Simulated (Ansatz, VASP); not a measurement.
Two plane-wave programs on SiC

```xyz
8
Lattice="3.0757 0.0000 0.0000 -1.5378 2.6636 0.0000 0.0000 0.0000 10.0706" Properties=species:S:1:pos:R:3 pbc="T T T"
Si    0.0000    0.0000    1.8922
Si    0.0000    0.0000    6.9275
Si    0.0000    1.7758    4.4094
Si    1.5378    0.8879    9.4447
C     0.0000    0.0000    0.0046
C     0.0000    0.0000    5.0400
C     0.0000    1.7758    2.5157
C     1.5378    0.8879    7.5510
```

Alike in both runs: functional revPBE; k mesh 10 × 10 × 3; occupations fermi-dirac, width 0.05 eV; no spin polarisation.

|  | VASP | Ansatz |
| --- | --- | --- |
| version | VASP 6.6.1 | Ansatz 0.2.0 |
| potentials or method | VASP PAW PBE potentials, release 64 (Si, C) | Ansatz PAW |
| plane-wave cutoff (eV) | 520 | 420 |
| valence electrons in the cell | 32 | 32 |
| task | single point | band structure |

Ansatz gave:

| Quantity | Value |
| --- | --- |
| gap on the k mesh at the Fermi level (eV) | 2.24 |
| least direct gap on the mesh (eV) | 3.36 |
| pressure (GPa) | 6.4 |
| traceless stress, the component that is largest in VASP (GPa) | -0.12 |
| rms of the force components (eV/Å) | 0.004 |

Task: Which values does VASP return?

Result: gap on the k mesh at the Fermi level (eV): 2.23; least direct gap on the mesh (eV): 3.35; pressure (GPa): 6.0; traceless stress, the component that is largest in VASP (GPa): -0.12; rms of the force components (eV/Å): 0.004.

VASP's potentials were made for PBE, not for revPBE. Atom by atom the forces differ by 0.000 eV/Å (rms over components). The functional is the same, so the differences come from potentials, cutoffs and numerics.
